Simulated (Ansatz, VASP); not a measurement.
**SnO2: VASP beside Ansatz**

```
O Sn
1.0
     3.12895    0.00000    0.00000
     0.00000    6.57548    0.00000
     0.00000    0.00000    7.02126
O Sn
8 4
Direct
  0.00000 0.00000 0.00000
  0.50000 0.30700 0.19299
  0.50000 0.69300 0.19299
  0.00000 0.00000 0.38599
  0.00000 0.50000 0.50000
  0.50000 0.80700 0.69299
  0.50000 0.19300 0.69299
  0.00000 0.50000 0.88599
  0.00000 0.50000 0.19299
  0.50000 0.00000 0.19299
  0.00000 0.00000 0.69299
  0.50000 0.50000 0.69299
```

Alike in both runs: task single point; functional PBE; k mesh 6 × 4 × 4; occupations gaussian, width 0.1 eV; no spin polarisation.

|  | VASP | Ansatz |
| --- | --- | --- |
| version | VASP 6.6.1 | Ansatz 0.2.0 |
| potentials or method | VASP PAW PBE potentials, release 64 (O, Sn_d), cutoff 600 eV | scalar-relativistic, plane waves, PAW |
| valence electrons in the cell | 104 | 104 |

|  | VASP | Ansatz | Ansatz less VASP |
| --- | --- | --- | --- |
| gap on the k mesh at the Fermi level (eV) | 1.27 | 1.28 | +0.011 |
| least direct gap on the mesh (eV) | 1.27 | 1.28 | +0.011 |
| pressure (GPa) | 11.8 | 11.3 | -0.52 |
| rms of the force components (eV/Å) | 0.146 | 0.131 | -0.0146 |
